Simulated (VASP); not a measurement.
**IrRu: single point with LDA**

Crystal: IrRu.

```
Ru Ir
1.0
     2.56424    0.00000    0.00000
    -1.28212    2.22070    0.00000
     0.00000    0.00000    4.89041
Ru Ir
1 1
Direct
  0.66667 0.33333 0.00000
  0.00000 0.00000 0.50000
```

This cell differs from its parent crystal: ratio of the length along z to the lengths across it x 1.2, volume and fractional coordinates fixed.

```
Program                : VASP 6.6.1
Task                   : single point
Functional             : LDA
Potentials or basis    : VASP PAW LDA potentials, release 64 (Ru_sv, Ir_sv_GW)
Cutoff                 : 560 eV
k mesh                 : 24 × 24 × 12
Occupations            : gaussian, width 0.15 eV
Spin                   : no spin polarisation
Dipole correction      : no
Further INCAR settings : ALGO = Normal; EDIFF = 1e-06; NBANDS = 24
```

* Pressure: 1.1 GPa
* Band gap on the k mesh: zero (an odd number of electrons rules out a gap without spin polarisation)

Stress tensor (GPa, compression positive):
```
 24.46   0.00   0.00
  0.00  24.46   0.00
  0.00   0.00 -45.54
```

Levels at points of the mesh, in eV from the Fermi level:
| k point | band 12 | band 13 | band 14 | band 15 | band 16 | band 17 | band 18 | band 19 | band 20 | band 21 |
| --- | --- | --- | --- | --- | --- | --- | --- | --- | --- | --- |
| (0.00, 0.00, 0.00) | -3.51 | -3.51 | -2.38 | -2.38 | -1.25 | -0.42 | -0.42 | 1.04 | 1.04 | 6.28 |
| (0.50, 0.00, 0.00) | -3.66 | -2.76 | -2.16 | -1.76 | 0.92 | 2.29 | 2.53 | 3.77 | 5.76 | 9.34 |
| (0.00, 0.00, 0.50) | -4.01 | -3.55 | -3.55 | -2.53 | -2.53 | 0.25 | 0.25 | 0.62 | 0.62 | 11.67 |
| (0.50, 0.00, 0.50) | -5.53 | -1.12 | -0.54 | -0.34 | 0.09 | 2.32 | 2.41 | 2.51 | 3.13 | 9.16 |

Wall time 3.5 min on 1 thread of Intel(R) Xeon(R) Platinum 8488C (Sapphire Rapids) (shared host), peak memory 0.41 GiB.

Caveat: the stress differs along the axes, from -46 to 24 GPa; spin-orbit coupling is left out, which moves the levels of the heavy elements.
